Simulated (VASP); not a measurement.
## C: single point with PBE

The system is C.

```
CELL_PARAMETERS angstrom
-0.06017 1.71996 1.71996
1.71996 -0.06017 1.71996
1.71996 1.71996 -0.06017
ATOMIC_POSITIONS crystal
C 0.99915 0.99915 0.99915
C 0.25085 0.25085 0.25085
```

This cell differs from its parent crystal: strain along [111] -5.1%.

```json
{
  "Program": "VASP 6.6.1",
  "Task": "single point",
  "Functional": "PBE",
  "Potentials or basis": "VASP PAW PBE potentials, release 64 (C)",
  "Cutoff": "520 eV",
  "k mesh": "12 × 12 × 12",
  "Occupations": "fermi-dirac, width 0.02 eV",
  "Spin": "no spin polarisation",
  "Dipole correction": "no",
  "Further INCAR settings": "ALGO = Normal; EDIFF = 1e-07; NBANDS = 11"
}
```

```yaml
Pressure: 32.0 GPa
Largest_force: 0.095 eV/Å
Band_gap_on_the_k_mesh: 3.96 eV, indirect (least direct gap 5.16 eV)
```

Forces on the atoms (eV/Å):
```
C   -0.055 -0.055 -0.055
C    0.055  0.055  0.055
```

Stress tensor (GPa, compression positive):
```
32.03 22.56 22.56
22.56 32.03 22.56
22.56 22.56 32.03
```

Levels at points of the mesh, in eV from the valence-band top:
```csv
k point,band 1,band 2,band 3,band 4,band 5,band 6,band 7,band 8,band 9
"(0.00, 0.00, 0.00)",-22.40,-0.21,-0.21,0.00,5.16,5.16,6.39,14.79,19.99
"(0.50, 0.00, 0.00)",-16.53,-14.16,-2.89,-2.89,8.28,8.76,10.33,16.18,22.26
"(0.50, 0.50, 0.00)",-13.50,-13.13,-7.18,-6.34,4.01,5.53,17.25,17.61,23.92
"(0.50, 0.50, 0.50)",-15.51,-14.13,-3.59,-3.59,8.19,8.19,8.28,15.71,22.92
```

Run time: 11 s on 1 thread of Intel(R) Xeon(R) Platinum 8488C (Sapphire Rapids), on a shared host, peak memory 0.12 GiB.

Caveat: the cell differs from its parent crystal (strain along [111] -5.1%). A k mesh can miss the band edges.
